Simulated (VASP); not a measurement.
# SrC8 (P6/mmm) in VASP: single point with PBE+D3(BJ)

Aim: the single point of SrC8 with PBE+D3(BJ).

All numbers are computed with VASP 6.6.1; they aren't measurements. Logs are shortened: lines on timing, memory, paths and dates and some standing lists are left out, and cuts for length are marked.

**1. The cell of the first run**

The structure is hexagonal, space group P6/mmm (No. 191). Conventional cell: a = 4.987 Å, b = 4.987 Å, c = 4.818 Å, α = 90.00°, β = 90.00°, γ = 120.00°. Sr (site symmetry 6/mmm) has 24 C at 2.81 to 3.75 Å within 3.8 Å. C (site symmetry -6m2) has 3 C at 1.43 Å within 1.9 Å. Within 1.9 Å of C (site symmetry mm2) lie 3 C at 1.43 to 1.44 Å.

**2. Single point, PBE+D3(BJ)**

Contents of POSCAR:

```
SrC8
1.0
    4.9873857008      0.0000000000      0.0000000000
   -2.4936928504      4.3192027154      0.0000000000
    0.0000000000      0.0000000000      4.8180121727
Sr C
1 8
Direct
    0.0000000000      0.0000000000      0.5000000000
    0.3333333333      0.6666666667      0.0000000000
    0.3345133978      0.1672566989      0.0000000000
    0.8327433011      0.6654866022      0.0000000000
    0.8327433011      0.1672566989      0.0000000000
    0.1672566989      0.8327433011      0.0000000000
    0.1672566989      0.3345133978      0.0000000000
    0.6654866022      0.8327433011      0.0000000000
    0.6666666667      0.3333333333      0.0000000000
```

Contents of INCAR.step1:

```
SYSTEM = SrC8
ALGO = Normal
EDIFF = 1E-7
ENCUT = 520
GGA = PE
ISIF = 2
ISMEAR = 0
IVDW = 12
LASPH = .True.
LCHARG = .True.
LREAL = .False.
LWAVE = .False.
NBANDS = 31
NELM = 100
PREC = Accurate
SIGMA = 0.1
```

Contents of KPOINTS.step1:

```
k-points
0
Gamma
  9 9 8
  0 0 0
```

Contents of INCAR.step2:

```
SYSTEM = SrC8
ALGO = Normal
EDIFF = 1E-7
ENCUT = 520
GGA = PE
ICHARG = 11
ISIF = 2
ISMEAR = -5
IVDW = 12
LASPH = .True.
LCHARG = .False.
LORBIT = 10
LREAL = .False.
LWAVE = .False.
NEDOS = 2001
NELM = 100
PREC = Accurate
SIGMA = 0.1
```

Contents of KPOINTS.step2:

```
k-points
0
Gamma
  14 14 12
  0 0 0
```

Potentials or basis: VASP PAW PBE potentials, release 64 (Sr_sv, C).

Launch:

```sh
> cat potpaw_PBE.64/Sr_sv/POTCAR potpaw_PBE.64/C/POTCAR > POTCAR
> cp INCAR.step1 INCAR
> cp KPOINTS.step1 KPOINTS
> mpirun -np 1 vasp_std > vasp.out
> cp INCAR.step2 INCAR
> cp KPOINTS.step2 KPOINTS
> mpirun -np 1 vasp_std > vasp.out
```

OUTCAR:

```text
SYSTEM = SrC8
   EDIFF = 1E-7
   ENCUT = 520
   GGA = PE
   ICHARG = 11
   ISIF = 2
   ISMEAR = -5
   IVDW = 12
   LASPH = .True.
   LORBIT = 10
   LREAL = .False.
   NELM = 100
   PREC = Accurate
 IVDW          = 12

 ion  position               nearest neighbor table
   1  0.000  0.000  0.500-   5 2.81   6 2.81   5 2.81   6 2.81   3 2.81   3 2.81   8 2.81   8 2.81
                             4 2.81   7 2.81   7 2.81   4 2.81
   2  0.333  0.667  0.000-   6 1.43   8 1.43   7 1.43
   3  0.335  0.167  0.000-   9 1.43   7 1.44   6 1.44   1 2.81   1 2.81
   4  0.833  0.665  0.000-   9 1.43   6 1.44   8 1.44   1 2.81   1 2.81
   5  0.833  0.167  0.000-   9 1.43   7 1.44   8 1.44   1 2.81   1 2.81
   6  0.167  0.833  0.000-   2 1.43   4 1.44   3 1.44   1 2.81   1 2.81
   7  0.167  0.335  0.000-   2 1.43   5 1.44   3 1.44   1 2.81   1 2.81
   8  0.665  0.833  0.000-   2 1.43   4 1.44   5 1.44   1 2.81   1 2.81
   9  0.667  0.333  0.000-   5 1.43   3 1.43   4 1.43

  LATTYP: Found a hexagonal cell.
 ALAT       =     4.9873857008
 C/A-ratio  =     0.9660396171

  Lattice vectors:

 A1 = (   4.9873857008,   0.0000000000,   0.0000000000)
 A2 = (  -2.4936928504,   4.3192027154,   0.0000000000)
 A3 = (   0.0000000000,   0.0000000000,   4.8180121727)

Analysis of symmetry for initial positions (statically):
=====================================================================
 Subroutine PRICEL returns:
 Original cell was already a primitive cell.

 Routine SETGRP: Setting up the symmetry group for a
 hexagonal supercell.

 Subroutine GETGRP returns: Found 24 space group operations
 (whereof 24 operations were pure point group operations)
 out of a pool of 24 trial point group operations.

The static configuration has the point symmetry D_6h.

Analysis of symmetry for dynamics (positions and initial velocities):
=====================================================================
 Subroutine PRICEL returns:
 Original cell was already a primitive cell.

 Routine SETGRP: Setting up the symmetry group for a
 hexagonal supercell.

 Subroutine GETGRP returns: Found 24 space group operations
 (whereof 24 operations were pure point group operations)
 out of a pool of 24 trial point group operations.

The dynamic configuration has the point symmetry D_6h.

 Subroutine INISYM returns: Found 24 space group operations
 (whereof 24 operations are pure point group operations),
 and found     1 'primitive' translations

----------------------------------------------------------------------------------------

                                     Primitive cell

  volume of cell :     103.7874

  direct lattice vectors                    reciprocal lattice vectors
     4.987385701  0.000000000  0.000000000     0.200505848  0.115762105  0.000000000
    -2.493692850  4.319202715  0.000000000     0.000000000  0.231524211  0.000000000
     0.000000000  0.000000000  4.818012173     0.000000000  0.000000000  0.207554478

  length of vectors
     4.987385701  4.987385701  4.818012173     0.231524211  0.231524211  0.207554478

  position of ions in fractional coordinates (direct lattice)
     0.000000000  0.000000000  0.500000000
     0.333333333  0.666666667  0.000000000
     0.334513398  0.167256699  0.000000000
     0.832743301  0.665486602  0.000000000
     0.832743301  0.167256699  0.000000000
     0.167256699  0.832743301  0.000000000
     0.167256699  0.334513398  0.000000000
     0.665486602  0.832743301  0.000000000
     0.666666667  0.333333333  0.000000000

  ion indices of the primitive-cell ions
   primitive index   ion index
                 1           1
                 2           2
                 3           3
                 4           4
                 5           5
                 6           6
                 7           7
                 8           8
                 9           9

----------------------------------------------------------------------------------------

 KPOINTS: k-points

Automatic generation of k-mesh.
 Grid dimensions read from file:
 generate k-points for:   14   14   12

 Generating k-lattice:

  Cartesian coordinates                     Fractional coordinates (reciprocal lattice)
     0.014321846  0.008268722  0.000000000     0.071428571  0.000000000  0.000000000
     0.000000000  0.016537444  0.000000000     0.000000000  0.071428571  0.000000000
     0.000000000  0.000000000  0.017296206     0.000000000  0.000000000  0.083333333

  Length of vectors
     0.016537444  0.016537444  0.017296206

  Shift w.r.t. Gamma in fractional coordinates (k-lattice)
     0.000000000  0.000000000  0.000000000

 TETIRR: Found   2436 inequivalent tetrahedra from    14112

 Subroutine IBZKPT returns following result:
 ===========================================

 Found    168 irreducible k-points:

 Following reciprocal coordinates:
            Coordinates               Weight
  0.000000  0.000000  0.000000      1.000000
  0.071429  0.000000  0.000000      6.000000
  0.142857  0.000000  0.000000      6.000000
  0.214286  0.000000  0.000000      6.000000
  0.285714  0.000000  0.000000      6.000000
  0.357143  0.000000  0.000000      6.000000
[... 16 lines left out ...]
  0.285714  0.285714  0.000000      6.000000
  0.357143  0.285714  0.000000      6.000000
 [... further k-points ...]
   k-points           NKPTS =    168   k-points in BZ     NKDIM =    168   number of bands    NBANDS=     26
   number of dos      NEDOS =   2001   number of ions     NIONS =      9
   total plane-waves  NPLWV =  57600
   dimension x,y,z NGX =    40 NGY =   40 NGZ =   36
   dimension x,y,z NGXF=    80 NGYF=   80 NGZF=   72
   ions per type =               1   8
   NGX,Y,Z   is equivalent  to a cutoff of  13.33, 13.33, 12.42 a.u.
   NGXF,Y,Z  is equivalent  to a cutoff of  26.67, 26.67, 24.84 a.u.
 SYSTEM =  SrC8
   PREC   = accura    normal or accurate (medium, high low for compatibility)
   ISTART =      0    job   : 0-new  1-cont  2-samecut
   ICHARG =     11    charge: 1-file 2-atom 10-const
   ISPIN  =      1    spin polarized calculation?
   LNONCOLLINEAR =      F non collinear calculations
   LSORBIT =      F    spin-orbit coupling
   LASPH  =      T    aspherical Exc in radial PAW
   ENCUT  =  520.0 eV  38.22 Ry    6.18 a.u.   9.27  9.27  8.96*2*pi/ulx,y,z
   NELM   =    100;   NELMIN=  2; NELMDL=  0     # of ELM steps
   EDIFF  = 0.1E-06   stopping-criterion for ELM
   LREAL  =      F    real-space projection
   EDIFFG = 0.1E-05   stopping-criterion for IOM
   NSW    =      0    number of steps for IOM
   IBRION =     -1    ionic relax: 0-MD 1-quasi-New 2-CG
   NFREE  =      0    steps in history (QN), initial steepest desc. (CG)
   ISIF   =      2    stress and relaxation
   ISYM   =      2    0-nonsym 1-usesym 2-fastsym
   POTIM  = 0.5000    time-step for ionic-motion
   TEBEG  =    0.0;   TEEND  =   0.0 temperature during run
   PSTRESS=    0.0 pullay stress
   NELECT =      42.0000    total number of electrons
   NUPDOWN=      -1.0000    fix difference up-down
   EMIN   =  10.00;   EMAX   =-10.00  energy-range for DOS
   EFERMI =   0.00;   METHOD = LEGACY
   ISMEAR =    -5;   SIGMA  =   0.10  broadening in eV -4-tet -1-fermi 0-gaus
   EFERMI_NEDOS =   21; number of points for ismear=-14 and -15
   IALGO  =     38    algorithm
   IMIX   =      4    mixing-type and parameters
     AMIX     =   0.40;   BMIX     =  1.00
     AMIX_MAG =   1.60;   BMIX_MAG =  1.00
  volume/ion in A,a.u.               =      11.53        77.82
  Fermi-wavevector in a.u.,A,eV,Ry     =   1.210904  2.288277 19.950072  1.466289
  Thomas-Fermi vector in A             =   2.346436
   LORBIT       =     10    0 simple, 1 ext, 2 COOP (PROOUT), +10 PAW based schemes
   GGA     = PE    functional components
   LHFCALC =     F    Hartree Fock is set to
   AEXX    =    0.0000 exact exchange contribution
   IVDW    =    12    specifies the selected vdW correction
   LEPSILON=     F    determine dielectric tensor
   LRPA    =     F    only Hartree local field effects (RPA)
 non-spin polarized calculation
 Fermi weights with tetrahedron method with Bloechl corrections
  energy-cutoff  :      520.00
  volume of cell :      103.79
 maximum number of plane-waves:      2826
 NGX is ok and might be reduce to    40

 number of electron      42.0000003 magnetization

 Free energy of the ion-electron system (eV)
  ---------------------------------------------------
  ext. energy  EPLUGINS =         0.00000000
  ---------------------------------------------------
  free energy    TOTEN  =       -75.67811018 eV

  energy without entropy =      -75.67811018  energy(sigma->0) =      -75.67811018

 E-fermi :   5.5092     XC(G=0):  -9.6868

 val. band max:        5.5863539142   @ k =   0.2857   0.0000   0.2500
 cond. band min:       5.4516406910   @ k =   0.1429   0.1429   0.0000
 fundamental gap:     -0.1347132233
 Fermi energy:         5.5092052013

 k-point     1 :       0.0000    0.0000    0.0000
  band No.  band energies     occupation
      1     -30.9865      2.00000
      2     -14.9953      2.00000
      3     -13.1958      2.00000
      4     -13.1640      2.00000
      5     -13.1640      2.00000
      6      -9.7510      2.00000
[... 18 lines left out ...]
     25       7.9961      0.00000
     26       7.9961      0.00000

 k-point     2 :       0.0714    0.0000    0.0000
  band No.  band energies     occupation
      1     -30.9864      2.00000
      2     -14.9674      2.00000
      3     -13.1952      2.00000
      4     -13.1661      2.00000
      5     -13.1658      2.00000
      6     -10.1378      2.00000
[... 18 lines left out ...]
     25       7.9381      0.00000
     26       8.0397      0.00000

 k-point     3 :       0.1429    0.0000    0.0000
  band No.  band energies     occupation
      1     -30.9863      2.00000
      2     -14.8838      2.00000
      3     -13.1933      2.00000
      4     -13.1729      2.00000
      5     -13.1707      2.00000
      6     -10.7564      2.00000
[... 18 lines left out ...]
     25       7.7883      0.00000
     26       8.1675      0.00000

 k-point     4 :       0.2143    0.0000    0.0000
  band No.  band energies     occupation
      1     -30.9861      2.00000
      2     -14.7453      2.00000
      3     -13.1907      2.00000
      4     -13.1871      2.00000
      5     -13.1778      2.00000
      6     -11.3587      2.00000
[... 18 lines left out ...]
     25       7.5981      0.00000
     26       8.3712      0.00000
[... 496 lines left out ...]
      1     -30.9853      2.00000
      2     -13.7496      2.00000
      3     -13.4587      2.00000
      4     -13.2110      2.00000
      5     -13.1816      2.00000
      6     -12.6396      2.00000
[... 18 lines left out ...]
     25       8.5766      0.00000
     26       9.7216      0.00000

 k-point    23 :       0.2857    0.2857    0.0000
  band No.  band energies     occupation
      1     -30.9853      2.00000
      2     -13.7639      2.00000
      3     -13.3880      2.00000
      4     -13.2168      2.00000
      5     -13.1814      2.00000
      6     -12.5091      2.00000
[... 18 lines left out ...]
     25       9.1178      0.00000
     26       9.5955      0.00000

 k-point    24 :       0.3571    0.2857    0.0000
  band No.  band energies     occupation
      1     -30.9853      2.00000
      2     -13.5823      2.00000
      3     -13.4825      2.00000
      4     -13.2227      2.00000
      5     -13.1810      2.00000
      6     -12.6130      2.00000
[... 18 lines left out ...]
     25       9.3245      0.00000
     26      10.0578      0.00000

 [... further k-points ...]

------------------------ aborting loop because EDIFF is reached ----------------------------------------

 Edisp (eV)   -1.31287

 E8    (eV) :    -0.4873

  FORCE on cell =-STRESS in cart. coord.  units (eV):
  Direction    XX          YY          ZZ          XY          YZ          ZX
  --------------------------------------------------------------------------------------
  -------------------------------------------------------------------------------------
  Total       0.10117     0.10117    -0.25316    -0.00000     0.00000     0.00000
  in kB       1.56170     1.56170    -3.90810    -0.00000     0.00000     0.00000
  external pressure =       -0.26 kB  Pullay stress =        0.00 kB

 VOLUME and BASIS-vectors are now :
 -----------------------------------------------------------------------------
  energy-cutoff  :      520.00
  volume of cell :      103.79
      direct lattice vectors                 reciprocal lattice vectors
     4.987385701  0.000000000  0.000000000     0.200505848  0.115762105  0.000000000
    -2.493692850  4.319202715  0.000000000     0.000000000  0.231524211  0.000000000
     0.000000000  0.000000000  4.818012173     0.000000000  0.000000000  0.207554478

 POSITION                                       TOTAL-FORCE (eV/Angst)
 -----------------------------------------------------------------------------------
      0.00000      0.00000      2.40901         0.000000      0.000000      0.000000
     -0.00000      2.87947      0.00000         0.000000      0.000000      0.000000
      1.25126      0.72242      0.00000         0.006817      0.003936     -0.000000
      2.49369      2.87437      0.00000         0.000000     -0.007871      0.000000
      3.73613      0.72242      0.00000        -0.006817      0.003936     -0.000000
     -1.24243      3.59679      0.00000         0.006817     -0.003936      0.000000
     -0.00000      1.44483      0.00000         0.000000      0.007871      0.000000
      1.24243      3.59679      0.00000        -0.006817     -0.003936      0.000000
      2.49369      1.43973      0.00000         0.000000      0.000000      0.000000
 -----------------------------------------------------------------------------------
    total drift:                                0.000000     -0.000000     -0.000000

  FREE ENERGIE OF THE ION-ELECTRON SYSTEM (eV)
  ---------------------------------------------------
  free  energy   TOTEN  =       -76.9909759420 eV

  energy  without entropy=      -76.9909759420  energy(sigma->0) =      -76.99097594

 total charge

# of ion       s       p       d       tot
------------------------------------------
    1        1.998   5.777   0.297   8.072
    2        0.852   1.764   0.000   2.617
    3        0.847   1.790   0.000   2.637
    4        0.847   1.790   0.000   2.637
    5        0.847   1.790   0.000   2.637
    6        0.847   1.790   0.000   2.637
    7        0.847   1.790   0.000   2.637
    8        0.847   1.790   0.000   2.637
    9        0.852   1.764   0.000   2.617
--------------------------------------------------
tot          8.782  20.048   0.297  29.127
```

It took 10 min on 1 thread of Intel Xeon Platinum 8488C (Sapphire Rapids), shared host; peak memory 0.5 GiB.

Results:

- Valence electrons inside the program's atomic spheres: Sr 8.07; C 2.62, 2.64 (each value once)
- Dispersion energy per atom: -0.146 eV
